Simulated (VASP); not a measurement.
A run of VASP 6.6.1 is set up as follows.

File INCAR:

```
SYSTEM = Cd
PREC = Accurate
ENCUT = 630
EDIFF = 1E-6
ISMEAR = -1
SIGMA = 0.1
LREAL = .FALSE.
LASPH = .TRUE.
NELM = 120
ALGO = Normal
ISIF = 2
LWAVE = .FALSE.
LCHARG = .FALSE.
NBANDS = 27
GGA_COMPAT = .FALSE.
```

The input KPOINTS:

```
regular mesh
0
G
  16 16 9
  0 0 0
```

File POSCAR:

```
Cd
1.0
    2.8920488916      0.0000000000      0.0000000000
   -1.4460244458      2.5045878091      0.0000000000
    0.0000000000      0.0000000000      5.2190752554
Cd
2
Direct
    0.3333333333      0.6666666667      0.2500000000
    0.6666666667      0.3333333333      0.7500000000
```

Potentials or basis: VASP PAW LDA potentials, release 64 (Cd_sv_GW).

Launch:

```sh
$ cat potpaw_LDA.64/Cd_sv_GW/POTCAR > POTCAR
$ mpirun -np 1 vasp_std > vasp.out
```

Task: Estimate the band gap on the k mesh.

Result: Zero (bands 20 and 21 overlap by 3.83 eV).

Task: What does it give for the pressure?

Result: 4.0 GPa.

Stress tensor (GPa, compression positive):
```
4.08 0.00 0.00
0.00 4.08 0.00
0.00 0.00 3.96
```

Caveat: the cell stands under pressure.
